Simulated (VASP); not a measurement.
Runs of VASP 6.6.1 on Bi. The structure is that of space group Im-3m (No. 229), or close to it. The cells are those of the table. 

```tsv
task	cell	k mesh for the DOS	occupations for the DOS	gap on the mesh (eV)	pressure (GPa)
single point	a = 2.912 Å, angles 109.5°, 1 atom	-	-	none	86.1
single point	a = 2.646 Å, angles 109.5°, 1 atom	-	-	none	(a)
single point	a = 3.258 Å, angles 109.5°, 1 atom	-	-	none	13.4
single point	a = 3.358 Å, angles 109.5°, 1 atom	-	-	none	5.1
single point	a = 3.036 Å, angles 109.5°, 1 atom	-	-	none	48.4
single point	a = 3.151 Å, angles 109.5°, 1 atom	-	-	none	(b)
single point	a = 3.453 Å, angles 109.5°, 1 atom	-	-	none	-0.1
```

Alike in all rows: level PBE; potentials or basis VASP PAW PBE potentials, release 64 (Bi_d); no spin polarisation; k mesh 13 × 13 × 13; cutoff (eV) 520; smearing fermi-dirac 0.08 eV.

Task: Fill in the values left out.

Result: (a) 268.9; (b) 26.6.

Caveats: spin-orbit coupling is left out, which moves the levels of the heavy elements.

A k mesh can miss the band edges, and the runs leave out spin-orbit coupling on Bi.

A gap of «none» marks levels without a gap at the run's occupations.
